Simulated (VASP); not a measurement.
Wanted: the native input for a VASP 6.6.1 run.

- Task: single point
- Functional: PBE
- Potentials or basis: VASP PAW PBE potentials, release 64 (Sb)
- Cutoff: 520 eV
- k mesh: 6 × 6 × 2
- Occupations: gaussian, width 0.2 eV
- Spin: no spin polarisation
- Dipole correction: no
- Further INCAR settings: ALGO = Normal; EDIFF = 1e-07; NBANDS = 18

The structure of Sb lies in POSCAR:

```
Sb
1.0
    3.2882788547      0.0063424703     -0.0021238870
   -1.6384827825      2.8400956961     -0.0013677631
    0.0200314034     -0.0245330454     12.3164519258
Sb
4
Direct
    0.5004452388      1.0002783947      0.3749587054
    0.5004576809      1.0004748432      0.8749508248
    0.4995670353      0.0002137446      0.1250392942
    0.4995300450     -0.0009669825      0.6250511756
```

This isn't the form of Sb at room conditions, which is rhombohedral.

These files were run (other wordings do the same):

INCAR

```
SYSTEM = Sb
ALGO = Normal
EDIFF = 1E-7
ENCUT = 520
GGA = PE
ISIF = 2
ISMEAR = 0
LASPH = .TRUE.
LCHARG = .TRUE.
LELF = .TRUE.
LREAL = .FALSE.
LVHAR = .TRUE.
LWAVE = .FALSE.
NBANDS = 18
NELM = 60
PREC = Accurate
SIGMA = 0.2
```

KPOINTS

```
k-points
0
G
  6 6 2
  0 0 0
```

Potentials or basis: VASP PAW PBE potentials, release 64 (Sb).

Run with:

```console
$ cat potpaw_PBE.64/Sb/POTCAR > POTCAR
$ mpirun -np 1 vasp_std > vasp.out
```

It gave:

```json
{
  "Pressure": "0.0 GPa",
  "Band gap on the k mesh": "zero (bands 10 and 11 overlap by 7.13 eV)"
}
```

Caveat: the k points lie up to 0.37 Å⁻¹ apart, too coarse for converged energies and pressures of a metal; spin-orbit coupling is left out, which moves the levels of the heavy elements.

Run time: 57 s on 1 thread of Intel(R) Xeon(R) Platinum 8488C (Sapphire Rapids), on a shared host, peak memory 0.25 GiB.
